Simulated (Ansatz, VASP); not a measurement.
## GaN in VASP and in Ansatz

INCAR

```
ALGO = Normal
EDIFF = 1E-7
ENCUT = 520
GGA = PE
ISIF = 2
ISMEAR = 0
LASPH = T
LCHARG = T
LELF = T
LREAL = F
LVHAR = T
LWAVE = F
NBANDS = 26
NELM = 100
PREC = Accurate
SIGMA = 0.01
```

Contents of KPOINTS:

```
k-points
0
Gamma
  12 12 4
```

Contents of POSCAR:

```
GaN
1.0
    3.1586570750      0.0000000000      0.0000000000
   -1.5793285375      2.7354772648      0.0000000000
    0.0000000000      0.0000000000      5.1313278144
Ga N
2 2
Direct
    0.3333333333      0.6666666667      0.0000000000
    0.6666666667      0.3333333333      0.5000000000
    0.3333333333      0.6666666667      0.3750000000
    0.6666666667      0.3333333333      0.8750000000
```

Input for Ansatz:

```yaml
crystal:
  lattice:
    - [3.1586570750460745, 0.0, 0.0]
    - [-1.5793285375230373, 2.7354772648259136, 0.0]
    - [0.0, 0.0, 5.131327814367302]
  atoms:
    - { symbol: Ga, position: [0.3333333333333333, 0.6666666666666666, 0.0] }
    - { symbol: Ga, position: [0.6666666666666666, 0.3333333333333333, 0.5] }
    - { symbol: "N", position: [0.3333333333333333, 0.6666666666666666, 0.375] }
    - { symbol: "N", position: [0.6666666666666666, 0.3333333333333333, 0.875] }
basis:
  ecutwfc: 420.0
kpoints:
  mp_grid:
    grid: [12, 12, 4]
hamiltonian:
  xc: pbe
  pseudopotentials:
    kind: paw
scf:
  max_iter: 95
  occupations:
    method: fixed
output:
  stress: true
```

Alike in both runs: task single point; functional PBE; k mesh 12 × 12 × 4; no spin polarisation.

```csv
,VASP,Ansatz
version,VASP 6.6.1,Ansatz 0.2.0
potentials or method,"VASP PAW PBE potentials, release 64 (Ga_d, N), cutoff 520 eV","plane waves, PAW"
occupations,"gaussian, width 0.01 eV",fixed
valence electrons in the cell,36,36
```

```csv
,VASP,Ansatz,Ansatz less VASP
pressure (GPa),11.6,11.6,+0.04
"traceless stress, the component that is largest in VASP (GPa)",1.57,1.56,-0.010
```
